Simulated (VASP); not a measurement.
# Ga7As (Fm-3m) in VASP: settings compared, part 2 of 2

VASP 6.6.1.

### 3 Single point, r2SCAN

The input, POSCAR:

```
Ga7As
1.0
    0.0000000000      4.2486592015      4.2486592015
    4.2486592015      0.0000000000      4.2486592015
    4.2486592015      4.2486592015      0.0000000000
Ga As
7 1
Direct
    0.5000000000      0.5000000000      0.5000000000
    0.0000000000      0.0000000000      0.5000000000
    0.5000000000      0.0000000000      0.5000000000
    0.0000000000      0.5000000000      0.5000000000
    0.5000000000      0.5000000000      0.0000000000
    0.0000000000      0.5000000000      0.0000000000
    0.5000000000      0.0000000000      0.0000000000
    0.0000000000      0.0000000000      0.0000000000
```

The input, INCAR.step1:

```
SYSTEM = Ga7As
PREC = Accurate ; ENCUT = 520
ISMEAR = 0 ; SIGMA = 0.1
LREAL = .False. ; LASPH = .True.
NELM = 80 ; NBANDS = 58
GGA = PE ; ALGO = Normal
EDIFF = 1E-4 ; LWAVE = .True.
LCHARG = .False.
```

The input, INCAR.step2:

```
SYSTEM = Ga7As
PREC = Accurate ; ENCUT = 520
EDIFF = 1E-6 ; ISMEAR = 0
SIGMA = 0.1 ; LREAL = .False.
LASPH = .True. ; NELM = 80
ALGO = Normal ; ISIF = 2
LWAVE = .False. ; LCHARG = .False.
METAGGA = R2SCAN ; LMIXTAU = .True.
NBANDS = 58 ; ISTART = 1
```

The input, KPOINTS:

```
regular mesh
0
Gamma
  6 6 6
  0 0 0
```

Potentials or basis: VASP PAW PBE potentials, release 64 (Ga_d, As).

Launch:

```bash
> cat potpaw_PBE.64/Ga_d/POTCAR potpaw_PBE.64/As/POTCAR > POTCAR
> cp INCAR.step1 INCAR
> mpirun -np 1 vasp_std > vasp.out
> cp INCAR.step2 INCAR
> mpirun -np 1 vasp_std > vasp.out
```

OUTCAR:

```text
SYSTEM = Ga7As
   PREC = Accurate
   ENCUT = 520
   EDIFF = 1E-6
   ISMEAR = 0
   LREAL = .False.
   LASPH = .True.
   NELM = 80
   ISIF = 2
   METAGGA = R2SCAN
   ISTART = 1

 ion  position               nearest neighbor table
   1  0.500  0.500  0.500-
   2  0.000  0.000  0.500-
   3  0.500  0.000  0.500-
   4  0.000  0.500  0.500-
   5  0.500  0.500  0.000-
   6  0.000  0.500  0.000-
   7  0.500  0.000  0.000-
   8  0.000  0.000  0.000-

  LATTYP: Found a face centered cubic cell.
 ALAT       =     8.4973184030

  Lattice vectors:

 A1 = (   0.0000000000,   4.2486592015,   4.2486592015)
 A2 = (   4.2486592015,   0.0000000000,   4.2486592015)
 A3 = (   4.2486592015,   4.2486592015,   0.0000000000)

Analysis of symmetry for initial positions (statically):
=====================================================================
 Subroutine PRICEL returns:
 Original cell was already a primitive cell.

 Routine SETGRP: Setting up the symmetry group for a
 face centered cubic supercell.

 Subroutine GETGRP returns: Found 48 space group operations
 (whereof 48 operations were pure point group operations)
 out of a pool of 48 trial point group operations.

The static configuration has the point symmetry O_h .

Analysis of symmetry for dynamics (positions and initial velocities):
=====================================================================
 Subroutine PRICEL returns:
 Original cell was already a primitive cell.

 Routine SETGRP: Setting up the symmetry group for a
 face centered cubic supercell.

 Subroutine GETGRP returns: Found 48 space group operations
 (whereof 48 operations were pure point group operations)
 out of a pool of 48 trial point group operations.

The dynamic configuration has the point symmetry O_h .

 Subroutine INISYM returns: Found 48 space group operations
 (whereof 48 operations are pure point group operations),
 and found     1 'primitive' translations

----------------------------------------------------------------------------------------

                                     Primitive cell

  volume of cell :     153.3860

  direct lattice vectors                    reciprocal lattice vectors
     0.000000000  4.248659201  4.248659201    -0.117684186  0.117684186  0.117684186
     4.248659201  0.000000000  4.248659201     0.117684186 -0.117684186  0.117684186
     4.248659201  4.248659201  0.000000000     0.117684186  0.117684186 -0.117684186

  length of vectors
     6.008511465  6.008511465  6.008511465     0.203834990  0.203834990  0.203834990

  position of ions in fractional coordinates (direct lattice)
     0.500000000  0.500000000  0.500000000
     0.000000000  0.000000000  0.500000000
     0.500000000  0.000000000  0.500000000
     0.000000000  0.500000000  0.500000000
     0.500000000  0.500000000  0.000000000
     0.000000000  0.500000000  0.000000000
     0.500000000  0.000000000  0.000000000
     0.000000000  0.000000000  0.000000000

[... 33 lines left out ...]
 ===========================================

 Found     16 irreducible k-points:

 Following reciprocal coordinates:
            Coordinates               Weight
  0.000000  0.000000  0.000000      1.000000
  0.166667  0.000000  0.000000      8.000000
  0.333333  0.000000  0.000000      8.000000
  0.500000  0.000000  0.000000      4.000000
  0.166667  0.166667  0.000000      6.000000
  0.333333  0.166667  0.000000     24.000000
[... 8 lines left out ...]
 -0.333333  0.333333  0.166667     24.000000
 -0.333333  0.500000  0.166667     12.000000
   k-points           NKPTS =     16   k-points in BZ     NKDIM =     16   number of bands    NBANDS=     58
   number of dos      NEDOS =    301   number of ions     NIONS =      8
   total plane-waves  NPLWV = 110592
   dimension x,y,z NGX =    48 NGY =   48 NGZ =   48
   dimension x,y,z NGXF=    96 NGYF=   96 NGZF=   96
   ions per type =               7   1
   NGX,Y,Z   is equivalent  to a cutoff of  13.28, 13.28, 13.28 a.u.
   NGXF,Y,Z  is equivalent  to a cutoff of  26.56, 26.56, 26.56 a.u.
 SYSTEM =  Ga7As
   PREC   = accura    normal or accurate (medium, high low for compatibility)
   ISTART =      1    job   : 0-new  1-cont  2-samecut
   ICHARG =      0    charge: 1-file 2-atom 10-const
   ISPIN  =      1    spin polarized calculation?
   LNONCOLLINEAR =      F non collinear calculations
   LSORBIT =      F    spin-orbit coupling
   LASPH  =      T    aspherical Exc in radial PAW
   ENCUT  =  520.0 eV  38.22 Ry    6.18 a.u.  11.17 11.17 11.17*2*pi/ulx,y,z
   NELM   =     80;   NELMIN=  2; NELMDL=  0     # of ELM steps
   EDIFF  = 0.1E-05   stopping-criterion for ELM
   LREAL  =      F    real-space projection
   EDIFFG = 0.1E-04   stopping-criterion for IOM
   NSW    =      0    number of steps for IOM
   IBRION =     -1    ionic relax: 0-MD 1-quasi-New 2-CG
   NFREE  =      0    steps in history (QN), initial steepest desc. (CG)
   ISIF   =      2    stress and relaxation
   ISYM   =      2    0-nonsym 1-usesym 2-fastsym
   POTIM  = 0.5000    time-step for ionic-motion
   TEBEG  =    0.0;   TEEND  =   0.0 temperature during run
   PSTRESS=    0.0 pullay stress
   NELECT =      96.0000    total number of electrons
   NUPDOWN=      -1.0000    fix difference up-down
   EMIN   =  10.00;   EMAX   =-10.00  energy-range for DOS
   EFERMI =   0.00;   METHOD = LEGACY
   ISMEAR =     0;   SIGMA  =   0.10  broadening in eV -4-tet -1-fermi 0-gaus
   EFERMI_NEDOS =   21; number of points for ismear=-14 and -15
   IALGO  =     38    algorithm
   IMIX   =      4    mixing-type and parameters
     AMIX     =   0.40;   BMIX     =  1.00
     AMIX_MAG =   1.60;   BMIX_MAG =  1.00
  volume/ion in A,a.u.               =      19.17       129.39
  Fermi-wavevector in a.u.,A,eV,Ry     =   1.400350  2.646278 26.680765  1.960981
  Thomas-Fermi vector in A             =   2.523319
   LORBIT       =      0    0 simple, 1 ext, 2 COOP (PROOUT), +10 PAW based schemes
   METAGGA = R2SCAN    functional components
   LHFCALC =     F    Hartree Fock is set to
   AEXX    =    0.0000 exact exchange contribution
   IVDW    =     0    specifies the selected vdW correction
   LEPSILON=     F    determine dielectric tensor
   LRPA    =     F    only Hartree local field effects (RPA)
 non-spin polarized calculation
 Gauss-broadening in eV      SIGMA  =   0.10
  energy-cutoff  :      520.00
  volume of cell :      153.39
 maximum number of plane-waves:      4152
 NGX is ok and might be reduce to    48
   NGX = 23   NGY = 23   NGZ = 23

 number of electron      96.0000068 magnetization

 Free energy of the ion-electron system (eV)
  ---------------------------------------------------
  ext. energy  EPLUGINS =         0.00000000
  ---------------------------------------------------
  free energy    TOTEN  =       -93.40319592 eV

  energy without entropy =      -93.38440890  energy(sigma->0) =      -93.39380241

 E-fermi :   5.5416     XC(G=0): -11.9715

 val. band max:        5.5384226330   @ k =   0.1667   0.1667   0.0000
 cond. band min:       5.5457788950   @ k =   0.5000   0.3333   0.1667
 fundamental gap:      0.0073562619
 Fermi energy:         5.5415539280

 k-point     1 :       0.0000    0.0000    0.0000
  band No.  band energies     occupation
      1     -10.1855      2.00000
      2     -10.1855      2.00000
      3     -10.1855      2.00000
      4     -10.1583      2.00000
      5     -10.1313      2.00000
      6     -10.1313      2.00000
[... 965 lines left out ...]
     57       9.1817      0.00000
     58       9.9866      0.00000

------------------------ aborting loop because EDIFF is reached ----------------------------------------

  FORCE on cell =-STRESS in cart. coord.  units (eV):
  Direction    XX          YY          ZZ          XY          YZ          ZX
  --------------------------------------------------------------------------------------
  -------------------------------------------------------------------------------------
  Total       -2.4377567     -2.4377567     -2.4377567     -0.0000000      0.0000000     -0.0000000
  in kB      -25.4633330    -25.4633330    -25.4633330     -0.0000000      0.0000000     -0.0000000
  external PRESSURE =     -25.4633330 kB  Pullay stress =       0.0000000 kB

 VOLUME and BASIS-vectors are now :
 -----------------------------------------------------------------------------
  energy-cutoff  :      520.00
  volume of cell :      153.39
      direct lattice vectors                 reciprocal lattice vectors
     0.000000000  4.248659201  4.248659201    -0.117684186  0.117684186  0.117684186
     4.248659201  0.000000000  4.248659201     0.117684186 -0.117684186  0.117684186
     4.248659201  4.248659201  0.000000000     0.117684186  0.117684186 -0.117684186

 POSITION                                       TOTAL-FORCE (eV/Angst)
 -----------------------------------------------------------------------------------
      4.24866      4.24866      4.24866         0.000000     -0.000000      0.000000
      2.12433      2.12433      0.00000         0.000000     -0.000000      0.000000
      2.12433      4.24866      2.12433         0.000000     -0.000000     -0.000000
      4.24866      2.12433      2.12433         0.000000      0.000000      0.000000
      2.12433      2.12433      4.24866        -0.000000      0.000000     -0.000000
      2.12433      0.00000      2.12433         0.000000     -0.000000      0.000000
      0.00000      2.12433      2.12433        -0.000000     -0.000000      0.000000
      0.00000      0.00000      0.00000         0.000000     -0.000000      0.000000
 -----------------------------------------------------------------------------------
    total drift:                                0.000000      0.000000      0.000000

  FREE ENERGIE OF THE ION-ELECTRON SYSTEM (eV)
  ---------------------------------------------------
  free  energy   TOTEN  =       -93.4031959228 eV

  energy  without entropy=      -93.3844088964  energy(sigma->0) =      -93.39380241
```

Wall time 4.9 min (1 thread of Intel Xeon 6975P-C (Granite Rapids), shared host); peak memory 0.41 GiB.

What came out:

```yaml
Free_energy: -93.4032 eV
Pressure: -2.5 GPa
Band_gap_on_the_k_mesh: zero (band 48 reaches 6.31 eV, above the bottom of band 49 at 3.01 eV)
```

Caveat: the PAW data sets were made with another functional, which shifts forces and pressure a little.
